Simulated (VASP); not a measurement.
Set up this calculation in VASP 6.6.1, as the native input.

| Quantity | Value |
| --- | --- |
| Task | single point |
| Functional | PBEsol |
| Potentials or basis | VASP PAW PBE potentials, release 64 (Pd) |
| Cutoff | 520 eV |
| k mesh | 18 × 18 × 18 |
| Occupations | fermi-dirac, width 0.05 eV |
| Spin | no spin polarisation |
| Dipole correction | no |
| Further INCAR settings | ALGO = Normal; EDIFF = 1e-07; NBANDS = 11 |

The structure of Pd lies in POSCAR:

```
Pd
1.0
   -0.0194490000      1.9351755000      1.9351755000
    1.9351755000     -0.0194490000      1.9351755000
    1.9351755000      1.9351755000     -0.0194490000
Pd
1
Direct
    0.0000000000      0.0000000000      0.0000000000
```

This cell differs from its parent crystal: equal xy, yz and zx shear strains of -1 %.

One way to write it, as run:

INCAR

```
SYSTEM = Pd
ALGO = Normal ; EDIFF = 1E-7
ENCUT = 520 ; GGA = PS
ISIF = 2 ; ISMEAR = -1
LASPH = .True. ; LCHARG = .False.
LREAL = .False. ; LWAVE = .False.
NBANDS = 11 ; NELM = 100
PREC = Accurate ; SIGMA = 0.05
```

KPOINTS

```
k-points
0
Gamma
  18 18 18
  0 0 0
```

Potentials or basis: VASP PAW PBE potentials, release 64 (Pd).

Launch:

```console
$ cat potpaw_PBE.64/Pd/POTCAR > POTCAR
$ mpirun -np 1 vasp_std > vasp.out
```

Results of the run:

```
Pressure               : -2.5 GPa
Band gap on the k mesh : zero (bands 5 and 6 overlap by 1.64 eV)
```

Caveat: the cell differs from its parent crystal (equal xy, yz and zx shear strains of -1 %); the PAW data sets were made with another functional, which shifts forces and pressure a little.

It took 29 s on 1 thread of Intel(R) Xeon(R) 6975P-C (Granite Rapids) (shared host), peak memory 0.19 GiB.
